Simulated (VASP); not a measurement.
Write the native input for VASP 6.6.1 that does the following.

| Item | Value |
| --- | --- |
| Task | single point |
| Functional | PBE |
| Potentials or basis | VASP PAW PBE potentials, release 64 (Ta_pv) |
| Cutoff | 520 eV |
| k mesh | 18 × 18 × 18 |
| Occupations | gaussian, width 0.15 eV |
| Spin | no spin polarisation |
| Dipole correction | no |
| Further INCAR settings | ALGO = Fast; EDIFF = 1e-07; NBANDS = 12 |

The structure of Ta lies in POSCAR:

```
Ta
1.0
   -1.7963909633      1.6594835689      1.7839448366
    1.7963909633     -1.6594835689      1.7839448366
    1.7963909633      1.6594835689     -1.7839448366
Ta
1
Direct
    0.0000000000      0.0000000000      0.0000000000
```

This cell differs from its parent crystal: normal strain along x +0.0825, normal strain along z +0.0750.

One way to write it, as run:

INCAR

```
SYSTEM = Ta
ALGO = Fast
EDIFF = 1E-7
ENCUT = 520
GGA = PE
ISIF = 2
ISMEAR = 0
LASPH = .TRUE.
LCHARG = .FALSE.
LREAL = .FALSE.
LWAVE = .FALSE.
NBANDS = 12
NELM = 80
PREC = Accurate
SIGMA = 0.15
```

KPOINTS

```
k-points
0
G
  18 18 18
  0 0 0
```

Potentials or basis: VASP PAW PBE potentials, release 64 (Ta_pv).

Command:

```console
$ cat potpaw_PBE.64/Ta_pv/POTCAR > POTCAR
$ mpirun -np 1 vasp_std > vasp.out
```

Results of the run:

The pressure is -21.7 GPa.

Caveat: the cell differs from its parent crystal (normal strain along x +0.0825, normal strain along z +0.0750).

Run time: 76 s on 1 thread of Intel(R) Xeon(R) 6975P-C (Granite Rapids), on a shared host, peak memory 0.31 GiB.
